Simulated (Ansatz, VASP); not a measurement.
## Si in VASP and in Ansatz

The input INCAR:

```
SYSTEM = Si
PREC = Accurate
ENCUT = 500
EDIFF = 1E-6
ISMEAR = 0
SIGMA = 0.01
LREAL = .False.
LASPH = .True.
NELM = 120
ALGO = Normal
ISIF = 2
LWAVE = .False.
LCHARG = .True.
GGA = PE
LELF = .True.
LVHAR = .True.
NBANDS = 11
GGA_COMPAT = .False.
```

KPOINTS

```
Automatic mesh
0
Gamma
  4 4 4
  0 0 0
```

Contents of POSCAR:

```
Si
1.0
    0.0000000000      2.7150000000      2.7150000000
    2.7150000000      0.0000000000      2.7150000000
    2.7150000000      2.7150000000      0.0000000000
Si
2
Direct
    0.1250000000      0.1250000000      0.1250000000
    0.8750000000      0.8750000000      0.8750000000
```

Input for Ansatz:

```yaml
crystal:
  atoms:
  - position: [0.125, 0.125, 0.125]
    symbol: Si
  - position: [0.875, 0.875, 0.875]
    symbol: Si
  lattice:
  - [0.0, 2.715, 2.715]
  - [2.715, 0.0, 2.715]
  - [2.715, 2.715, 0.0]
hamiltonian:
  dispersion: none
  pseudopotentials:
    kind: all_electron
    lapw: {basis_error: 0.025 meV}
    relativity: scalar
  xc: pbe
kpoints:
  mp_grid:
    grid: [4, 4, 4]
    shift: [0, 0, 0]
magnetization: {spin_polarized: false}
output: {forces: true, stress: true, eigenvalues: true}
scf:
  convergence: {dr2_threshold: 1e-10 eV}
  lower_state_search: 'off'
  max_iter: 200
  occupations: {method: fixed}
```

Alike in both runs: task single point; functional PBE; k mesh 4 × 4 × 4; no spin polarisation.

|  | VASP | Ansatz |
| --- | --- | --- |
| version | VASP 6.6.1 | Ansatz 0.2 development build |
| potentials or method | VASP PAW PBE potentials, release 64 (Si), cutoff 500 eV | all-electron full-potential LAPW, scalar-relativistic |
| occupations | gaussian, width 0.01 eV | fixed |

```csv
,VASP,Ansatz,Ansatz less VASP
gap on the k mesh at the Fermi level (eV),0.69,0.69,+0.001
pressure (GPa),2.6,2.7,+0.04
```

Ansatz ran all-electron here, and VASP with PAW potentials.

The k mesh is coarse, so the values compare programs but aren't converged.
